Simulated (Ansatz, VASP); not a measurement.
**SrLiH3 in VASP and in Ansatz**

INCAR

```
PREC = Accurate
ENCUT = 520
EDIFF = 1E-7
ISMEAR = 0
SIGMA = 0.05
LREAL = False
LASPH = True
NELM = 100
ALGO = Normal
ISIF = 2
LWAVE = False
LCHARG = False
GGA = PE
NBANDS = 16
```

The input KPOINTS:

```
Automatic mesh
0
Gamma
  6 6 6
```

The input POSCAR:

```
SrLiH3
1.0
    4.5150212250      0.0000000000      0.0000000000
    0.0000000000      4.5150212250      0.0000000000
    0.0000000000      0.0000000000      4.7465607750
Li Sr H
1 1 3
Direct
    0.0000000000      0.0000000000      0.0000000000
    0.5000000000      0.5000000000      0.5000000000
    0.0000000000      0.5000000000      0.5000000000
    0.5000000000      0.0000000000      0.5000000000
    0.5000000000      0.5000000000      0.0000000000
```

Input for Ansatz:

```yaml
crystal:
  lattice:
    - [4.515021225, 0.0, 0.0]
    - [0.0, 4.515021225, 0.0]
    - [0.0, 0.0, 4.746560775]
  atoms:
    - { symbol: Li, position: [0.0, 0.0, 0.0] }
    - { symbol: Sr, position: [0.5, 0.5, 0.5] }
    - { symbol: H, position: [0.0, 0.5, 0.5] }
    - { symbol: H, position: [0.5, 0.0, 0.5] }
    - { symbol: H, position: [0.5, 0.5, 0.0] }
basis:
  ecutwfc: 420
kpoints:
  mp_grid: { grid: [6, 6, 6] }
hamiltonian:
  xc: pbe
scf:
  occupations: { method: gaussian, width: 0.05 }
output:
  forces: true
  stress: true
  eigenvalues: true
```

Change from the starting cell: strain -0.025 along x and y, +0.025 along z, atoms carried along.

Alike in both runs: task single point; functional PBE; k mesh 6 × 6 × 6; occupations gaussian, width 0.05 eV; no spin polarisation.

|  | VASP | Ansatz |
| --- | --- | --- |
| version | VASP 6.6.1 | Ansatz 0.2.0 |
| potentials or method | VASP PAW PBE potentials, release 64 (Li_sv, Sr_sv, H), cutoff 520 eV | scalar-relativistic, plane waves, PAW |
| valence electrons in the cell | 16 | 16 |

VASP gave:

```
gap on the k mesh at the Fermi level (eV) : 1.66
least direct gap on the mesh (eV)         : 2.11
```

Question: Estimate Ansatz's values.

Answer: gap on the k mesh at the Fermi level (eV): 1.67; least direct gap on the mesh (eV): 2.12.

Noted on VASP's run: the cutoff is short for stress, so the pressure is rough.
